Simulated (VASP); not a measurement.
**TaSi2: single point with RPBE+D4**

The system is TaSi2.

```xyz
9
Lattice="4.7461 0.0000 0.0000 -2.3730 4.1102 0.0000 0.0000 0.0000 6.5557" Properties=species:S:1:pos:R:3 pbc="T T T"
Ta   -1.1865    2.0551    1.0926
Ta    1.1865    2.0551    5.4631
Ta    2.3730    0.0000    3.2779
Si    1.1353    0.6555    1.0926
Si   -1.2377    3.4547    5.4631
Si    2.3730    2.7993    3.2779
Si    1.2377    3.4547    1.0926
Si    3.6107    0.6555    5.4631
Si    0.0000    1.3109    3.2779
```

| Item | Value |
| --- | --- |
| Program | VASP 6.6.1 |
| Task | single point |
| Functional | RPBE |
| Dispersion | D4 |
| Potentials or basis | VASP PAW PBE potentials, release 64 (Ta_pv, Si) |
| Cutoff | 520 eV |
| k mesh | 7 × 7 × 4 |
| Occupations | fermi-dirac, width 0.05 eV |
| Spin | no spin polarisation |
| Dipole correction | no |
| Further INCAR settings | ALGO = Normal; EDIFF = 1e-06; NBANDS = 38 |

The pressure is -0.2 GPa, the largest force is 0.011 eV/Å and the dispersion energy per atom is -0.821 eV.

Forces in eV/Å, atoms in the order of the input:
```
Ta   0.000  0.000  0.000
Ta   0.000  0.000  0.000
Ta   0.000  0.000  0.000
Si  -0.010 -0.006  0.000
Si  -0.010  0.006  0.000
Si   0.000  0.011  0.000
Si   0.010  0.006  0.000
Si   0.010 -0.006  0.000
Si   0.000 -0.011  0.000
```

Levels at points of the mesh, in eV from the Fermi level:
| k point | band 25 | band 26 | band 27 | band 28 | band 29 | band 30 | band 31 | band 32 | band 33 | band 34 |
| --- | --- | --- | --- | --- | --- | --- | --- | --- | --- | --- |
| (0.00, 0.00, 0.00) | -2.54 | -2.42 | -2.23 | -2.23 | -1.51 | 0.70 | 3.05 | 3.05 | 3.58 | 3.66 |
| (0.00, 0.00, 0.50) | -2.29 | -2.00 | -1.80 | -1.80 | 1.11 | 1.11 | 2.72 | 2.72 | 3.51 | 3.51 |

Run time: 110 s on 1 thread of Intel(R) Xeon(R) Platinum 8488C (Sapphire Rapids), with other jobs on the host, peak memory 0.28 GiB.

Caveat: the PAW data sets were made with another functional, which shifts forces and pressure a little; spin-orbit coupling is left out, which moves the levels of the heavy elements; pairwise dispersion overbinds metals, which lowers pressure and volume.
